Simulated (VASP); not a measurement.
The system is BaCrF6.

```
Ba Cr F
1.0
     3.66400    2.11541    2.37900
    -3.66400    2.11541    2.37900
     0.00000   -4.23082    2.37900
Ba Cr F
1 1 6
Direct
  0.50000 0.50000 0.50000
  0.00000 0.00000 0.00000
  0.26000 0.89700 0.26000
  0.26000 0.26000 0.89700
  0.89700 0.26000 0.26000
  0.74000 0.10300 0.74000
  0.10300 0.74000 0.74000
  0.74000 0.74000 0.10300
```

Base run:

```yaml
Program: VASP 6.6.1
Functional: LDA
Potentials_or_basis: VASP PAW LDA potentials, release 64 (Ba_sv, Cr_pv, F)
Cutoff: 520 eV
k_mesh: 4 × 4 × 4
Occupations: gaussian, width 0.05 eV
Spin: collinear spin, ferromagnetic start
Starting_moments: "[0.0, 1.74, -0.03, -0.03, -0.03, -0.03, -0.03, -0.03] μB"
Hubbard_terms: Cr d U = 4.0 eV, J = 0.5 eV
```

Its results: band gap on the k mesh zero (filled and empty bands overlap); pressure -2.8 GPa; largest force 0.639 eV/Å.

Problem. After a change of settings the same cell gave: band gap on the k mesh 0.69 eV; pressure -3.6 GPa; largest force 0.424 eV/Å. Which change was it?
A. further incar settings from ALGO = Normal; EDIFF = 1e-07; NBANDS = 46 to ALGO = Normal; EDIFF = 1e-06; NBANDS = 46; moments at the start from [0.0, 1.74, -0.03, -0.03, -0.03, -0.03,  to [0.0, 2.0, 0.0, 0.0, 0.0, 0.0, 0.0, 0.0]
B. spin from collinear spin, ferromagnetic start to no spin polarisation; further incar settings from ALGO = Normal; EDIFF = 1e-07; NBANDS = 46 to ALGO = Normal; EDIFF = 1e-06; NBANDS = 42
C. moments at the start from [0.0, 1.74, -0.03, -0.03, -0.03, -0.03,  to [0.0, 2.0, 0.0, 0.0, 0.0, 0.0, 0.0, 0.0]

Solution. B.

Caveats: spin-orbit coupling is left out, which moves the levels of the heavy elements; a cell with one magnetic atom can't hold antiferromagnetic order, which such compounds often take (at least some runs); the cell stands under tension (at least some runs).
